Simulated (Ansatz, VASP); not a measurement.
# One calculation of Sn, two programs

```
Sn
1.0
     0.00000    3.23808    3.23808
     3.23808    0.00000    3.23808
     3.23808    3.23808    0.00000
Sn
2
Direct
  0.50000 0.50000 0.50000
  0.75000 0.75000 0.75000
```

Alike in both runs: task single point; functional LDA; k mesh 9 × 9 × 9; occupations fermi-dirac, width 0.1 eV; no spin polarisation.

|  | VASP | Ansatz |
| --- | --- | --- |
| version | VASP 6.6.1 | Ansatz 0.2.0 |
| potentials or method | VASP PAW LDA potentials, release 64 (Sn_d), cutoff 520 eV | plane waves (500 eV) with PAW, scalar-relativistic |
| valence electrons in the cell | 28 | 28 |

|  | VASP | Ansatz | Ansatz less VASP |
| --- | --- | --- | --- |
| pressure (GPa) | 0.0 | 0.0 | -0.02 |

Ansatz warns that its potentials were made for another functional, while VASP's fit it. LDA's correlation is that of Perdew and Zunger in VASP and of Perdew and Wang (1992) in Ansatz.
